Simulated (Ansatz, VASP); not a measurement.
AlFe3: VASP beside Ansatz

The input INCAR:

```
PREC = Accurate ; ENCUT = 520
EDIFF = 1E-7 ; ISMEAR = -1
SIGMA = 0.1 ; LREAL = False
LASPH = True ; NELM = 150
ALGO = Normal ; ISIF = 2
LWAVE = False ; LCHARG = False
ISPIN = 2 ; MAGMOM = 0 2.4 2.4 2.4
LORBIT = 11 ; LMAXMIX = 4
NBANDS = 26
```

File KPOINTS:

```
regular mesh
0
Gamma
  6 6 6
```

Contents of POSCAR:

```
AlFe3
1.0
    3.4874732743      0.0000000000      0.0000000000
    0.0000000000      3.4874732743      0.0000000000
    0.0000000000      0.0000000000      3.4874732743
Al Fe
1 3
Direct
    0.0000000000      0.0000000000      0.0000000000
    0.0000000000      0.5000000000      0.5000000000
    0.5000000000      0.0000000000      0.5000000000
    0.5000000000      0.5000000000      0.0000000000
```

Input for Ansatz:

```yaml
crystal:
  lattice:
    - [3.487473274322004, 0.0, 0.0]
    - [0.0, 3.487473274322004, 0.0]
    - [0.0, 0.0, 3.487473274322004]
  atoms:
    - { symbol: Al, position: [0.0, 0.0, 0.0] }
    - { symbol: Fe, position: [0.0, 0.5, 0.5], spin: 2.4 }
    - { symbol: Fe, position: [0.5, 0.0, 0.5], spin: 2.4 }
    - { symbol: Fe, position: [0.5, 0.5, 0.0], spin: 2.4 }
basis:
  ecutwfc: 550.0
kpoints:
  mp_grid:
    grid: [6, 6, 6]
hamiltonian:
  xc: lda
  pseudopotentials:
    kind: paw
magnetization:
  spin_polarized: true
scf:
  occupations:
    method: fermi_dirac
```

Alike in both runs: task single point; functional LDA; k mesh 6 × 6 × 6; collinear spin.

|  | VASP | Ansatz |
| --- | --- | --- |
| version | VASP 6.6.1 | Ansatz 0.2.0 |
| potentials or method | VASP PAW LDA potentials, release 64 (Al, Fe), cutoff 520 eV | plane waves, PAW |
| occupations | fermi-dirac, width 0.1 eV | fermi-dirac |
| valence electrons in the cell | 27 | 51 |

```csv
,VASP,Ansatz,Ansatz less VASP
net moment per atom (μB),1.25,1.34,+0.088
size of the moment on the site where the two differ most (μB),1.65,1.77,+0.119
```

LDA's correlation is that of Perdew and Zunger in VASP and of Perdew and Wang (1992) in Ansatz. Site moments also hang on the region over which each program counts them. VASP's potentials hold 27 valence electrons a cell and Ansatz's 51, so a difference there can come from the potentials and not from the codes.
